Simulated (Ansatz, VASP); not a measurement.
# One calculation of MnS, two programs

INCAR

```
SYSTEM = MnS
ALGO     = Normal         ! electronic algorithm
EDIFF    = 1E-6           ! SCF threshold, eV
ENCUT    = 680            ! plane-wave cutoff, eV
GGA      = PE             ! functional
GGA_COMPAT= .False.      
ISIF     = 2              ! what is computed and relaxed
ISMEAR   = 0              ! smearing method
ISPIN    = 2              ! spin polarisation
LASPH    = .True.         ! aspherical terms in the spheres
LCHARG   = .False.        ! write CHGCAR
LDAU     = .True.         ! DFT+U
LDAUJ    = 0.9 0        
LDAUL    = 2 -1           ! shell
LDAUPRINT= 1            
LDAUTYPE = 1            
LDAUU    = 4 0            ! U, eV
LMAXMIX  = 4              ! l up to which the mixer works
LORBIT   = 11             ! projections on sites
LREAL    = .False.        ! projectors in reciprocal space
LWAVE    = .False.        ! write WAVECAR
MAGMOM   = 4.69 -4.69 -0.03 0.03 ! initial moments
NBANDS   = 33             ! bands
NELM     = 200            ! most SCF steps
PREC     = Accurate       ! precision mode
SIGMA    = 0.05           ! smearing width, eV
```

KPOINTS

```
k-points
0
Gamma
  6 6 3
  0 0 0
```

Contents of POSCAR:

```
MnS
1.0
    3.9760016100      0.0000000000      0.0000000000
   -1.9880008000      3.4433184000      0.0000000000
    0.0000000000      0.0000000000      6.4320005000
Mn S
2 2
Direct
    0.3333333333      0.6666666667      0.0000000000
    0.6666666667      0.3333333333      0.5000000000
    0.3333333333      0.6666666667      0.3850000000
    0.6666666667      0.3333333333      0.8850000000
```

Input for Ansatz:

```yaml
crystal:
  lattice:
    - [3.97600161, 0.0, 0.0]
    - [-1.9880008, 3.4433184, 0.0]
    - [0.0, 0.0, 6.4320005]
  atoms:
    - { symbol: Mn, position: [0.3333333333, 0.6666666667, 0.0], spin: 5.0 }
    - { symbol: Mn, position: [0.6666666667, 0.3333333333, 0.5], spin: -5.0 }
    - { symbol: S, position: [0.3333333333, 0.6666666667, 0.385] }
    - { symbol: S, position: [0.6666666667, 0.3333333333, 0.885] }
basis:
  ecutwfc: 420
  ecutrho_ratio: 4
kpoints:
  mp_grid: { grid: [6, 6, 3] }
hamiltonian:
  xc: pbe
  hubbard:
    sites:
      - { site: 0, l: d, u: 4.0, j: 0.9, starting_ns: [{ spin: up, occupation_matrix: s0up }, { spin: down, occupation_matrix: s0down }] }
      - { site: 1, l: d, u: 4.0, j: 0.9, starting_ns: [{ spin: up, occupation_matrix: s1up }, { spin: down, occupation_matrix: s1down }] }
    occupation_matrices:
      s0up:
        matrix:
          - [0.97, 0.0, 0.0, 0.0, 0.0]
          - [0.0, 0.97, 0.0, 0.0, 0.0]
          - [0.0, 0.0, 0.97, 0.0, 0.0]
          - [0.0, 0.0, 0.0, 0.97, 0.0]
          - [0.0, 0.0, 0.0, 0.0, 0.97]
      s0down:
        matrix:
          - [0.02, 0.0, 0.0, 0.0, 0.0]
          - [0.0, 0.02, 0.0, 0.0, 0.0]
          - [0.0, 0.0, 0.02, 0.0, 0.0]
          - [0.0, 0.0, 0.0, 0.02, 0.0]
          - [0.0, 0.0, 0.0, 0.0, 0.02]
      s1up:
        matrix:
          - [0.02, 0.0, 0.0, 0.0, 0.0]
          - [0.0, 0.02, 0.0, 0.0, 0.0]
          - [0.0, 0.0, 0.02, 0.0, 0.0]
          - [0.0, 0.0, 0.0, 0.02, 0.0]
          - [0.0, 0.0, 0.0, 0.0, 0.02]
      s1down:
        matrix:
          - [0.97, 0.0, 0.0, 0.0, 0.0]
          - [0.0, 0.97, 0.0, 0.0, 0.0]
          - [0.0, 0.0, 0.97, 0.0, 0.0]
          - [0.0, 0.0, 0.0, 0.97, 0.0]
          - [0.0, 0.0, 0.0, 0.0, 0.97]
    ns_hold: { iters: 5 }
scf:
  occupations: { method: gaussian, width: 0.05 }
  lower_state_search: "off"
  max_iter: 150
output:
  forces: true
  stress: true
  eigenvalues: true
  populations: true
  hubbard: { sites: [{ site: 0, l: d }, { site: 1, l: d }] }
magnetization:
  spin_polarized: true
```

Alike in both runs: task single point; functional PBE; k mesh 6 × 6 × 3; occupations gaussian, width 0.05 eV; collinear spin; Hubbard terms Mn d U = 4.0 eV, J = 0.9 eV.

|  | VASP | Ansatz |
| --- | --- | --- |
| version | VASP 6.6.1 | Ansatz 0.2.0 |
| potentials or method | VASP PAW PBE potentials, release 64 (Mn_sv, S), cutoff 680 eV | scalar-relativistic, plane waves, PAW |
| valence electrons in the cell | 42 | 42 |

```csv
,VASP,Ansatz,Ansatz less VASP
gap on the k mesh at the Fermi level (eV),1.96,2.13,+0.174
least direct gap on the mesh (eV),2.16,2.21,+0.052
pressure (GPa),2.3,2.9,+0.60
"traceless stress, the component that is largest in VASP (GPa)",-2.70,-2.61,+0.093
rms of the force components (eV/Å),0.223,0.223,0.0000
net moment per atom (μB),0.00,0.00,0.000
size of the moment on the site where the two differ most (μB),4.30,4.26,-0.043
```

Site moments also hang on the region over which each program counts them. The programs project onto different local orbitals, so the same U acts differently, and such runs can settle in different states. Atom by atom the forces differ by 0.000 eV/Å (rms over components).
